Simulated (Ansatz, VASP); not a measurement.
H: VASP beside Ansatz

Contents of INCAR:

```
  PREC = Accurate
  ENCUT = 500
  EDIFF = 1E-6
  ISMEAR = -1
  SIGMA = 0.04
  LREAL = F
  LASPH = T
  NELM = 120
  ALGO = Normal
  ISIF = 2
  LWAVE = F
  LCHARG = F
  GGA = PE
  NBANDS = 6
  GGA_COMPAT = F
```

Contents of KPOINTS:

```
Automatic mesh
0
Gamma
  5 5 13
```

POSCAR

```
H
1.0
    2.6593070000      0.0418160000     -0.0387430000
    0.0418160000      2.6576120000     -0.0035970000
   -0.0143370000     -0.0013310000      0.9744480000
H
1
Direct
    0.0000000000      0.0000000000      0.5000000000
```

The input input.yaml:

```yaml
crystal:
  lattice:
    - [2.659307, 0.041816, -0.038743]
    - [0.041816, 2.657612, -0.003597]
    - [-0.014337, -0.001331, 0.974448]
  atoms:
    - { symbol: H, position: [0.0, 0.0, 0.5] }
kpoints:
  mp_grid: { grid: [5, 5, 13] }
scf:
  occupations: { method: fermi_dirac, width: 0.04 }
hamiltonian:
  xc: pbe
  pseudopotentials: { kind: all_electron, lapw: { basis_error: 0.003 } }
output:
  forces: true
  stress: true
  eigenvalues: true
```

Change from the starting cell: cell strained at random at fixed volume.

Alike in both runs: task single point; functional PBE; k mesh 5 × 5 × 13; occupations fermi-dirac, width 0.04 eV; no spin polarisation.

```csv
,VASP,Ansatz
version,VASP 6.6.1,Ansatz 0.2.0
potentials or method,"VASP PAW PBE potentials, release 64 (H), cutoff 500 eV","all-electron LAPW, scalar-relativistic"
```

Ansatz gave:

| Property | Result |
| --- | --- |
| gap on the k mesh at the Fermi level (eV) | none |
| pressure (GPa) | 2.4 |
| traceless stress, the component that is largest in VASP (GPa) | 6.48 |

**Question.** What did VASP give for the same quantities?

**Answer.** gap on the k mesh at the Fermi level (eV): none; pressure (GPa): 2.1; traceless stress, the component that is largest in VASP (GPa): 6.57.

A gap of «none» marks a metal or a gap that the smearing closes. Ansatz ran all-electron here, and VASP with PAW potentials.

The k mesh is coarse, so the values compare programs but aren't converged. Noted on Ansatz's run: the k mesh is thin for a metal, which can move the energy by tens of meV per atom.
